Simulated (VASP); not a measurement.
Set up this calculation in VASP 6.6.1, as the native input.

| Property | Result |
| --- | --- |
| Task | single point |
| Functional | PBE |
| Potentials or basis | VASP PAW PBE potentials, release 64 (Bi_d, S) |
| Cutoff | 520 eV |
| k mesh | 7 × 7 × 7 |
| Occupations | fermi-dirac, width 0.05 eV |
| Spin | no spin polarisation |
| Dipole correction | no |
| Further INCAR settings | ALGO = Normal; EDIFF = 1e-07; NBANDS = 18 |

The structure of BiS lies in POSCAR:

```
BiS
1.0
    3.9212286694      0.0000000000      0.0000000000
    0.0000000000      3.9212286694      0.0000000000
    0.0000000000      0.0000000000      3.9212286694
Bi S
1 1
Direct
    0.5000000000      0.5000000000      0.5000000000
    0.0000000000      0.0000000000      0.0000000000
```

This cell differs from its parent crystal: volume scaled by 0.94.

One way to write it, as run:

INCAR

```
SYSTEM = BiS
PREC = Accurate
ENCUT = 520
EDIFF = 1E-7
ISMEAR = -1
SIGMA = 0.05
LREAL = .FALSE.
LASPH = .TRUE.
NELM = 60
ALGO = Normal
ISIF = 2
LWAVE = .FALSE.
LCHARG = .TRUE.
GGA = PE
LELF = .TRUE.
LVHAR = .TRUE.
NBANDS = 18
```

KPOINTS

```
Automatic mesh
0
G
  7 7 7
  0 0 0
```

Potentials or basis: VASP PAW PBE potentials, release 64 (Bi_d, S).

Command:

```sh
$ cat potpaw_PBE.64/Bi_d/POTCAR potpaw_PBE.64/S/POTCAR > POTCAR
$ mpirun -np 1 vasp_std > vasp.out
```

Results of the run:

```
Pressure : -10.3 GPa
```

It took 37 s on 1 thread of AMD EPYC 7R13 (shared host), peak memory 0.14 GiB.
